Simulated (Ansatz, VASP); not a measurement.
**One calculation of LiCl, two programs**

```
Li Cl
1.0
     3.57495    0.00000    0.00000
    -1.78747    3.09600    0.00000
     0.00000    0.00000    6.02408
Li Cl
2 2
Cartesian
  0.0000 0.0000 0.0000
  0.0000 0.0000 3.0120
  0.0000 2.0640 1.5060
  1.7875 1.0320 4.5181
```

Alike in both runs: task single point; functional PBE; k mesh 12 × 12 × 4; occupations fermi-dirac, width 0.02 eV; no spin polarisation.

```csv
,VASP,Ansatz
version,VASP 6.6.1,Ansatz 0.2.0
potentials or method,"VASP PAW PBE potentials, release 64 (Li_sv, Cl)","plane waves, PAW"
plane-wave cutoff (eV),520,420
valence electrons in the cell,20,20
```

|  | VASP | Ansatz | Ansatz less VASP |
| --- | --- | --- | --- |
| gap on the k mesh at the Fermi level (eV) | 6.36 | 6.35 | -0.013 |

Noted on VASP's run: the cutoff is short for stress, so the pressure is rough.
